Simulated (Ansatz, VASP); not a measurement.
# Ge: VASP beside Ansatz

File INCAR:

```
PREC = Accurate ; ENCUT = 520
EDIFF = 1E-6 ; ISMEAR = 0
SIGMA = 0.1 ; LREAL = F
LASPH = T ; NELM = 80
ALGO = Normal ; ISIF = 2
LWAVE = F ; LCHARG = F
LDIPOL = T ; IDIPOL = 3
DIPOL = 0.5 0.5 0.399 ; GGA = PE
IVDW = 12 ; NBANDS = 36
```

Contents of KPOINTS:

```
regular mesh
0
Gamma
  9 9 1
```

POSCAR

```
Ge
1.0
    4.0226895460      0.0000000000      0.0000000000
   -2.0113447730      3.4837513384      0.0000000000
    0.0000000000      0.0000000000     18.8685220369
Ge
4
Direct
    0.3333333333      0.6666666667      0.2747571330
    0.6666666667      0.3333333333      0.2384924474
    0.5555555556      0.4444444444      0.5601139303
    0.8888888889      0.1111111111      0.5238492447
```

Input for Ansatz:

```yaml
crystal:
  lattice:
    - [4.022689546, 0.0, 0.0]
    - [-2.011344773, 3.4837513384, 0.0]
    - [0.0, 0.0, 18.8685220369]
  atoms:
    - { symbol: Ge, position: [0.3333333333, 0.6666666667, 0.274757133] }
    - { symbol: Ge, position: [0.6666666667, 0.3333333333, 0.2384924474] }
    - { symbol: Ge, position: [0.5555555556, 0.4444444444, 0.5601139303] }
    - { symbol: Ge, position: [0.8888888889, 0.1111111111, 0.5238492447] }
basis:
  ecutwfc: 420
kpoints:
  mp_grid: { grid: [9, 9, 1] }
hamiltonian:
  xc: pbe
  pseudopotentials: { kind: paw, azcp: { folder: soft_1 } }
  dispersion: d3bj
scf:
  occupations: { method: gaussian, width: 0.1 }
output:
  forces: true
  eigenvalues: true
efield:
  axis: 3
  dipole_correction: true
  ramp_width: 0.04
```

Alike in both runs: task single point; functional PBE; dispersion D3(BJ); k mesh 9 × 9 × 1; occupations gaussian, width 0.1 eV; no spin polarisation.

```csv
,VASP,Ansatz
version,VASP 6.6.1,Ansatz 0.2.0
potentials or method,"VASP PAW PBE potentials, release 64 (Ge_d), cutoff 520 eV","scalar-relativistic, plane waves, PAW"
valence electrons in the cell,56,56
```

```csv
,VASP,Ansatz,Ansatz less VASP
gap on the k mesh at the Fermi level (eV),0.16,0.16,0.000
least direct gap on the mesh (eV),0.16,0.16,0.000
rms of the force components (eV/Å),0.031,0.031,-0.0001
```

Atom by atom the forces differ by 0.000 eV/Å (rms over components).
